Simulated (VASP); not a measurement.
# BaO3 (Fm-3m) in VASP: notebook, part 2 of 2

VASP 6.6.1.

## (3) Single point, PBE, collinear spin, ferromagnetic start

This run uses another cell than the first one, of 15.96 Å³/atom.

INCAR

```
  PREC = Accurate
  ENCUT = 910
  EDIFF = 1E-6
  ISMEAR = 0
  SIGMA = 0.1
  LREAL = F
  LASPH = T
  NELM = 200
  ALGO = Normal
  ISIF = 2
  LWAVE = F
  LCHARG = T
  ISPIN = 2
  MAGMOM = 0 1 1 1
  LORBIT = 11
  GGA = PE
  LELF = T
  LVHAR = T
  NBANDS = 26
  GGA_COMPAT = F
```

KPOINTS

```
Automatic mesh
0
Gamma
  6 6 6
```

POSCAR

```
BaO3
1.0
    0.0000000000      3.1721545000      3.1721545000
    3.1721545000      0.0000000000      3.1721545000
    3.1721545000      3.1721545000      0.0000000000
Ba O
1 3
Direct
    0.5000000000      0.5000000000      0.5000000000
    0.2500000000      0.2500000000      0.2500000000
    0.7500000000      0.7500000000      0.7500000000
    0.0000000000      0.0000000000      0.0000000000
```

Potentials or basis: VASP PAW PBE potentials, release 64 (Ba_sv, O_h).

Started as:

```sh
$ cat potpaw_PBE.64/Ba_sv/POTCAR potpaw_PBE.64/O_h/POTCAR > POTCAR
$ mpirun -np 1 vasp_std > vasp.out
```

OUTCAR:

```text
PREC = Accurate
   ENCUT = 910
   EDIFF = 1E-6
   ISMEAR = 0
   LREAL = F
   LASPH = T
   NELM = 200
   ISIF = 2
   ISPIN = 2
   LORBIT = 11
   GGA = PE

 ion  position               nearest neighbor table
   1  0.500  0.500  0.500-   2 2.75   3 2.75   2 2.75   2 2.75   2 2.75   3 2.75   3 2.75   3 2.75

   2  0.250  0.250  0.250-   1 2.75   1 2.75   1 2.75   1 2.75
   3  0.750  0.750  0.750-   1 2.75   1 2.75   1 2.75   1 2.75
   4  0.000  0.000  0.000-

  LATTYP: Found a face centered cubic cell.
 ALAT       =     6.3443090000

  Lattice vectors:

 A1 = (   0.0000000000,   3.1721545000,   3.1721545000)
 A2 = (   3.1721545000,   0.0000000000,   3.1721545000)
 A3 = (   3.1721545000,   3.1721545000,   0.0000000000)

Analysis of symmetry for initial positions (statically):
[... 1121 lines left out ...]
     26      16.7113      0.00000

------------------------ aborting loop because EDIFF is reached ----------------------------------------

  FORCE on cell =-STRESS in cart. coord.  units (eV):
  Direction    XX          YY          ZZ          XY          YZ          ZX
  --------------------------------------------------------------------------------------
  -------------------------------------------------------------------------------------
  Total       -0.1408418     -0.1408418     -0.1408418     -0.0000000      0.0000000     -0.0000000
  in kB       -3.5346714     -3.5346714     -3.5346714     -0.0000000      0.0000000     -0.0000000
  external PRESSURE =      -3.5346714 kB  Pullay stress =       0.0000000 kB

 VOLUME and BASIS-vectors are now :
 -----------------------------------------------------------------------------
  energy-cutoff  :      910.00
  volume of cell :       63.84
      direct lattice vectors                 reciprocal lattice vectors
     0.000000000  3.172154500  3.172154500    -0.157621579  0.157621579  0.157621579
     3.172154500  0.000000000  3.172154500     0.157621579 -0.157621579  0.157621579
     3.172154500  3.172154500  0.000000000     0.157621579  0.157621579 -0.157621579

 POSITION                                       TOTAL-FORCE (eV/Angst)
 -----------------------------------------------------------------------------------
      3.17215      3.17215      3.17215        -0.000000     -0.000000     -0.000000
      1.58608      1.58608      1.58608        -0.000000     -0.000000     -0.000000
      4.75823      4.75823      4.75823         0.000000      0.000000      0.000000
      0.00000      0.00000      0.00000         0.000000     -0.000000     -0.000000
 -----------------------------------------------------------------------------------
    total drift:                               -0.000000     -0.000000     -0.000000

  FREE ENERGIE OF THE ION-ELECTRON SYSTEM (eV)
  ---------------------------------------------------
  free  energy   TOTEN  =       -18.7157280210 eV

  energy  without entropy=      -18.6935800310  energy(sigma->0) =      -18.70465403

 total charge

# of ion       s       p       d       tot
------------------------------------------
    1        2.005   5.628   0.271   7.904
    2        1.089   2.174   0.000   3.263
    3        1.089   2.174   0.000   3.263
    4        1.108   2.112   0.000   3.220
--------------------------------------------------
tot          5.291  12.088   0.271  17.650

 magnetization (x)

# of ion       s       p       d       tot
------------------------------------------
    1       -0.004   0.038  -0.022   0.012
    2        0.015   0.720   0.000   0.735
    3        0.015   0.720   0.000   0.735
    4        0.017   0.935   0.000   0.952
--------------------------------------------------
tot          0.044   2.414  -0.022   2.436
```

OSZICAR:

```text
N       E                     dE             d eps       ncg     rms          rms(c)
DAV:   1     0.220784205465E+03    0.22078E+03   -0.18643E+04  1664   0.153E+03
DAV:   2    -0.832717626379E+00   -0.22162E+03   -0.21154E+03  2380   0.274E+02
DAV:   3    -0.188410844450E+02   -0.18008E+02   -0.17460E+02  2118   0.746E+01
DAV:   4    -0.191969043334E+02   -0.35582E+00   -0.35453E+00  2160   0.929E+00
DAV:   5    -0.192020010067E+02   -0.50967E-02   -0.50939E-02  2024   0.117E+00    0.127E+01
DAV:   6    -0.206690143319E+02   -0.14670E+01   -0.36492E+01  2128   0.192E+01    0.206E+01
DAV:   7    -0.187114396650E+02    0.19576E+01   -0.68006E+00  2002   0.947E+00    0.369E+00
DAV:   8    -0.187459143764E+02   -0.34475E-01   -0.11648E+00  1854   0.420E+00    0.306E+00
DAV:   9    -0.187254987421E+02    0.20416E-01   -0.71017E-01  2152   0.273E+00    0.201E+00
DAV:  10    -0.187174498867E+02    0.80489E-02   -0.43577E-02  1826   0.117E+00    0.721E-01
DAV:  11    -0.187154370162E+02    0.20129E-02   -0.26125E-02  2130   0.577E-01    0.129E-01
DAV:  12    -0.187156281837E+02   -0.19117E-03   -0.82152E-04  1902   0.185E-01    0.588E-02
DAV:  13    -0.187157193617E+02   -0.91178E-04   -0.24860E-04  1864   0.106E-01    0.205E-02
DAV:  14    -0.187157264711E+02   -0.71095E-05   -0.30353E-05  2086   0.318E-02    0.754E-03
DAV:  15    -0.187157276561E+02   -0.11850E-05   -0.36898E-06  1752   0.125E-02    0.576E-03
DAV:  16    -0.187157280210E+02   -0.36489E-06   -0.43852E-06  1646   0.127E-02
   1 F= -.18715728E+02 E0= -.18704654E+02  d E =-.221480E-01  mag=     4.0000
```

Run time: 2.1 min. Hardware: 1 thread of Intel Xeon Platinum 8375C at 2.90GHz (Ice Lake), shared host; peak memory 0.45 GiB.

What came out:

```
Free energy                                           : -18.7157 eV
Pressure                                              : -0.4 GPa
Band gap on the k mesh                                : zero (filled and empty bands overlap)
Net moment                                            : 4.00 μB per cell
Site moments                                          : Ba +0.01; O +0.73, +0.95 (each value once) μB
Valence electrons inside the program's atomic spheres : Ba 7.90; O 3.26, 3.22 (each value once)
```

Caveat: the cutoff is under 1.25 times the usual one of these potentials, so pressure, stress and relaxed cells hold a basis-set (Pulay) error; spin-orbit coupling is left out, which moves the levels of the heavy elements.

## (4) Single point, PBE

This run uses another cell than the first one, of 15.96 Å³/atom.

INCAR

```
PREC = Accurate
ENCUT = 600
EDIFF = 1E-6
ISMEAR = 0
SIGMA = 0.1
LREAL = F
LASPH = T
NELM = 120
ALGO = Normal
ISIF = 2
LWAVE = F
LCHARG = F
GGA = PE
NBANDS = 22
GGA_COMPAT = F
```

KPOINTS is that of step 3.

POSCAR is that of step 3.

Potentials or basis: VASP PAW PBE potentials, release 64 (Ba_sv, O).

Started as:

```sh
$ cat potpaw_PBE.64/Ba_sv/POTCAR potpaw_PBE.64/O/POTCAR > POTCAR
$ mpirun -np 1 vasp_std > vasp.out
```

OUTCAR:

```text
PREC = Accurate
   ENCUT = 600
   EDIFF = 1E-6
   ISMEAR = 0
   LREAL = F
   LASPH = T
   NELM = 120
   ISIF = 2
   GGA = PE

 ion  position               nearest neighbor table
   1  0.500  0.500  0.500-   2 2.75   3 2.75   2 2.75   2 2.75   2 2.75   3 2.75   3 2.75   3 2.75
                             4 3.17   4 3.17   4 3.17   4 3.17   4 3.17   4 3.17
   2  0.250  0.250  0.250-   1 2.75   1 2.75   1 2.75   1 2.75
   3  0.750  0.750  0.750-   1 2.75   1 2.75   1 2.75   1 2.75
   4  0.000  0.000  0.000-   1 3.17   1 3.17   1 3.17   1 3.17   1 3.17   1 3.17

  LATTYP: Found a face centered cubic cell.
 ALAT       =     6.3443090000

  Lattice vectors:

 A1 = (   0.0000000000,   3.1721545000,   3.1721545000)
 A2 = (   3.1721545000,   0.0000000000,   3.1721545000)
 A3 = (   3.1721545000,   3.1721545000,   0.0000000000)

Analysis of symmetry for initial positions (statically):
=====================================================================
 Subroutine PRICEL returns:
 Original cell was already a primitive cell.

 Routine SETGRP: Setting up the symmetry group for a
 face centered cubic supercell.

 Subroutine GETGRP returns: Found 48 space group operations
 (whereof 48 operations were pure point group operations)
 out of a pool of 48 trial point group operations.

The static configuration has the point symmetry O_h .

Analysis of symmetry for dynamics (positions and initial velocities):
=====================================================================
 Subroutine PRICEL returns:
 Original cell was already a primitive cell.

 Routine SETGRP: Setting up the symmetry group for a
 face centered cubic supercell.

 Subroutine GETGRP returns: Found 48 space group operations
 (whereof 48 operations were pure point group operations)
 out of a pool of 48 trial point group operations.

The dynamic configuration has the point symmetry O_h .

 Subroutine INISYM returns: Found 48 space group operations
 (whereof 48 operations are pure point group operations),
 and found     1 'primitive' translations

----------------------------------------------------------------------------------------

                                     Primitive cell

  volume of cell :      63.8400

  direct lattice vectors                    reciprocal lattice vectors
     0.000000000  3.172154500  3.172154500    -0.157621579  0.157621579  0.157621579
     3.172154500  0.000000000  3.172154500     0.157621579 -0.157621579  0.157621579
     3.172154500  3.172154500  0.000000000     0.157621579  0.157621579 -0.157621579

  length of vectors
     4.486103916  4.486103916  4.486103916     0.273008583  0.273008583  0.273008583

  position of ions in fractional coordinates (direct lattice)
     0.500000000  0.500000000  0.500000000
     0.250000000  0.250000000  0.250000000
     0.750000000  0.750000000  0.750000000
     0.000000000  0.000000000  0.000000000

  ion indices of the primitive-cell ions
   primitive index   ion index
                 1           1
                 2           2
                 3           3
                 4           4

----------------------------------------------------------------------------------------

 KPOINTS: Automatic mesh

Automatic generation of k-mesh.
 Grid dimensions read from file:
 generate k-points for:    6    6    6

 Generating k-lattice:

  Cartesian coordinates                     Fractional coordinates (reciprocal lattice)
    -0.026270263  0.026270263  0.026270263     0.166666667  0.000000000  0.000000000
     0.026270263 -0.026270263  0.026270263     0.000000000  0.166666667  0.000000000
     0.026270263  0.026270263 -0.026270263     0.000000000  0.000000000  0.166666667

  Length of vectors
     0.045501430  0.045501430  0.045501430

  Shift w.r.t. Gamma in fractional coordinates (k-lattice)
     0.000000000  0.000000000  0.000000000

 Subroutine IBZKPT returns following result:
 ===========================================

 Found     16 irreducible k-points:

 Following reciprocal coordinates:
            Coordinates               Weight
  0.000000  0.000000  0.000000      1.000000
  0.166667  0.000000  0.000000      8.000000
  0.333333  0.000000  0.000000      8.000000
  0.500000  0.000000  0.000000      4.000000
  0.166667  0.166667  0.000000      6.000000
  0.333333  0.166667  0.000000     24.000000
[... 8 lines left out ...]
 -0.333333  0.333333  0.166667     24.000000
 -0.333333  0.500000  0.166667     12.000000
   k-points           NKPTS =     16   k-points in BZ     NKDIM =     16   number of bands    NBANDS=     22
   number of dos      NEDOS =    301   number of ions     NIONS =      4
   total plane-waves  NPLWV =  46656
   dimension x,y,z NGX =    36 NGY =   36 NGZ =   36
   dimension x,y,z NGXF=    72 NGYF=   72 NGZF=   72
   ions per type =               1   3
   NGX,Y,Z   is equivalent  to a cutoff of  13.34, 13.34, 13.34 a.u.
   NGXF,Y,Z  is equivalent  to a cutoff of  26.68, 26.68, 26.68 a.u.
 SYSTEM =  unknown system
   PREC   = accura    normal or accurate (medium, high low for compatibility)
   ISTART =      0    job   : 0-new  1-cont  2-samecut
   ICHARG =      2    charge: 1-file 2-atom 10-const
   ISPIN  =      1    spin polarized calculation?
   LNONCOLLINEAR =      F non collinear calculations
   LSORBIT =      F    spin-orbit coupling
   LASPH  =      T    aspherical Exc in radial PAW
   ENCUT  =  600.0 eV  44.10 Ry    6.64 a.u.   8.96  8.96  8.96*2*pi/ulx,y,z
   NELM   =    120;   NELMIN=  2; NELMDL= -5     # of ELM steps
   EDIFF  = 0.1E-05   stopping-criterion for ELM
   LREAL  =      F    real-space projection
   EDIFFG = 0.1E-04   stopping-criterion for IOM
   NSW    =      0    number of steps for IOM
   IBRION =     -1    ionic relax: 0-MD 1-quasi-New 2-CG
   NFREE  =      0    steps in history (QN), initial steepest desc. (CG)
   ISIF   =      2    stress and relaxation
   ISYM   =      2    0-nonsym 1-usesym 2-fastsym
   POTIM  = 0.5000    time-step for ionic-motion
   TEBEG  =    0.0;   TEEND  =   0.0 temperature during run
   PSTRESS=    0.0 pullay stress
   NELECT =      28.0000    total number of electrons
   NUPDOWN=      -1.0000    fix difference up-down
   EMIN   =  10.00;   EMAX   =-10.00  energy-range for DOS
   EFERMI =   0.00;   METHOD = LEGACY
   ISMEAR =     0;   SIGMA  =   0.10  broadening in eV -4-tet -1-fermi 0-gaus
   EFERMI_NEDOS =   21; number of points for ismear=-14 and -15
   IALGO  =     38    algorithm
   IMIX   =      4    mixing-type and parameters
     AMIX     =   0.40;   BMIX     =  1.00
     AMIX_MAG =   1.60;   BMIX_MAG =  1.00
  volume/ion in A,a.u.               =      15.96       107.70
  Fermi-wavevector in a.u.,A,eV,Ry     =   1.243836  2.350510 21.049960  1.547128
  Thomas-Fermi vector in A             =   2.378129
   LORBIT       =      0    0 simple, 1 ext, 2 COOP (PROOUT), +10 PAW based schemes
   GGA     = PE    functional components
   LHFCALC =     F    Hartree Fock is set to
   AEXX    =    0.0000 exact exchange contribution
   IVDW    =     0    specifies the selected vdW correction
   LEPSILON=     F    determine dielectric tensor
   LRPA    =     F    only Hartree local field effects (RPA)
 non-spin polarized calculation
 Gauss-broadening in eV      SIGMA  =   0.10
  energy-cutoff  :      600.00
  volume of cell :       63.84
 maximum number of plane-waves:      2158
   NGX = 17   NGY = 17   NGZ = 17

 number of electron      28.0000013 magnetization

 Free energy of the ion-electron system (eV)
  ---------------------------------------------------
  ext. energy  EPLUGINS =         0.00000000
  ---------------------------------------------------
  free energy    TOTEN  =       -17.46898025 eV

  energy without entropy =      -17.41166535  energy(sigma->0) =      -17.44032280

 E-fermi :  -0.2761     XC(G=0):  -9.9062

 val. band max:       -0.2861934555   @ k =  -0.3333   0.3333   0.0000
 cond. band min:      -0.2749610871   @ k =   0.5000   0.1667   0.0000
 fundamental gap:      0.0112323685
 Fermi energy:        -0.2760787636

 k-point     1 :       0.0000    0.0000    0.0000
  band No.  band energies     occupation
      1     -24.2946      2.00000
      2     -16.6147      2.00000
      3     -15.6278      2.00000
      4     -15.3555      2.00000
      5      -9.3233      2.00000
      6      -9.3233      2.00000
[... 374 lines left out ...]
      6      -9.4760      2.00000
[... 14 lines left out ...]
     21      10.3219      0.00000
     22      13.2156      0.00000

------------------------ aborting loop because EDIFF is reached ----------------------------------------

  FORCE on cell =-STRESS in cart. coord.  units (eV):
  Direction    XX          YY          ZZ          XY          YZ          ZX
  --------------------------------------------------------------------------------------
  -------------------------------------------------------------------------------------
  Total       -1.4840174     -1.4840174     -1.4840174     -0.0000000     -0.0000000      0.0000000
  in kB      -37.2440223    -37.2440223    -37.2440223     -0.0000000     -0.0000000      0.0000000
  external PRESSURE =     -37.2440223 kB  Pullay stress =       0.0000000 kB

 VOLUME and BASIS-vectors are now :
 -----------------------------------------------------------------------------
  energy-cutoff  :      600.00
  volume of cell :       63.84
      direct lattice vectors                 reciprocal lattice vectors
     0.000000000  3.172154500  3.172154500    -0.157621579  0.157621579  0.157621579
     3.172154500  0.000000000  3.172154500     0.157621579 -0.157621579  0.157621579
     3.172154500  3.172154500  0.000000000     0.157621579  0.157621579 -0.157621579

 POSITION                                       TOTAL-FORCE (eV/Angst)
 -----------------------------------------------------------------------------------
      3.17215      3.17215      3.17215         0.000000      0.000000     -0.000000
      1.58608      1.58608      1.58608         0.000000      0.000000      0.000000
      4.75823      4.75823      4.75823        -0.000000     -0.000000     -0.000000
      0.00000      0.00000      0.00000         0.000000      0.000000      0.000000
 -----------------------------------------------------------------------------------
    total drift:                                0.000000      0.000000      0.000000

  FREE ENERGIE OF THE ION-ELECTRON SYSTEM (eV)
  ---------------------------------------------------
  free  energy   TOTEN  =       -17.4689802512 eV

  energy  without entropy=      -17.4116653540  energy(sigma->0) =      -17.44032280
```

OSZICAR:

```text
N       E                     dE             d eps       ncg     rms          rms(c)
DAV:   1     0.147591033898E+03    0.14759E+03   -0.15403E+04   704   0.132E+03
DAV:   2    -0.115508900689E+02   -0.15914E+03   -0.15525E+03  1108   0.252E+02
DAV:   3    -0.186637957621E+02   -0.71129E+01   -0.70269E+01   882   0.512E+01
DAV:   4    -0.187782615955E+02   -0.11447E+00   -0.11435E+00   910   0.583E+00
[... 10 lines left out ...]
DAV:  15    -0.174692213365E+02    0.46429E-03   -0.14379E-02   948   0.304E-01    0.200E-01
DAV:  16    -0.174689807292E+02    0.24061E-03   -0.16226E-03   846   0.113E-01    0.321E-02
DAV:  17    -0.174689822433E+02   -0.15140E-05   -0.20455E-05   842   0.317E-02    0.230E-02
DAV:  18    -0.174689801164E+02    0.21269E-05   -0.46719E-05   836   0.201E-02    0.959E-03
DAV:  19    -0.174689802512E+02   -0.13480E-06   -0.67939E-07   402   0.632E-03
   1 F= -.17468980E+02 E0= -.17440323E+02  d E =-.573149E-01
```

stdout:

```text
POSCAR found type information on POSCAR BaO
 POSCAR found :  2 types and       4 ions
 scaLAPACK will be used
 LDA part: xc-table for (Slater+PW92), standard interpolation
 POSCAR, INCAR and KPOINTS ok, starting setup
 FFT: planning ... GRIDC
 FFT: planning ... GRID_SOFT
 FFT: planning ... GRID
 WAVECAR not read
 entering main loop
```

Run time: 54 s. Hardware: 1 thread of AMD EPYC 7R43 (Zen 3), shared host; peak memory 0.17 GiB.

What came out:

```yaml
Free_energy: -17.4690 eV
Pressure: -3.7 GPa
Band_gap_on_the_k_mesh: zero (bands 14 and 15 overlap by 0.53 eV)
```

Levels at points of the mesh, in eV from the Fermi level:
```csv
k point,band 12,band 13,band 14,band 15,band 16,band 17
"(0.00, 0.00, 0.00)",-1.54,-1.54,0.41,0.41,0.41,7.65
"(0.50, 0.00, 0.00)",-0.42,-0.42,-0.12,-0.12,0.03,9.08
"(0.50, 0.50, 0.00)",-0.52,-0.52,-0.22,0.26,0.26,8.06
```

Caveat: the cell stands under tension; spin-orbit coupling is left out, which moves the levels of the heavy elements.

## (5) Summary

| potentials or basis | spin | cell | cutoff (eV) | gap on the mesh (eV) | pressure (GPa) | moment (μB) |
| --- | --- | --- | --- | --- | --- | --- |
| VASP PAW PBE potentials, release 64 (Ba_sv, O_h) | collinear, ferromagnetic start | a = 4.461 Å, angles 60.0°, 4 atoms | 910 | none | 0.7 | 4.00 |
| VASP PAW PBE potentials, release 64 (Ba_sv, O_h) | collinear, ferromagnetic start | a = 4.486 Å, angles 60.0°, 4 atoms | 910 | none | -0.4 | 4.00 |
| VASP PAW PBE potentials, release 64 (Ba_sv, O) | off | a = 4.486 Å, angles 60.0°, 4 atoms | 600 | none | -3.7 | - |

Alike in all rows: task single point; level PBE; k mesh 6 × 6 × 6; smearing gaussian 0.1 eV.

Caveats: spin-orbit coupling is left out, which moves the levels of the heavy elements; the cutoff is under 1.25 times the usual one of these potentials, so pressure, stress and relaxed cells hold a basis-set (Pulay) error (at least some runs); the cell stands under tension (at least some runs).

Total energies depend on the potentials used, so only differences within one code and one set of settings carry meaning.
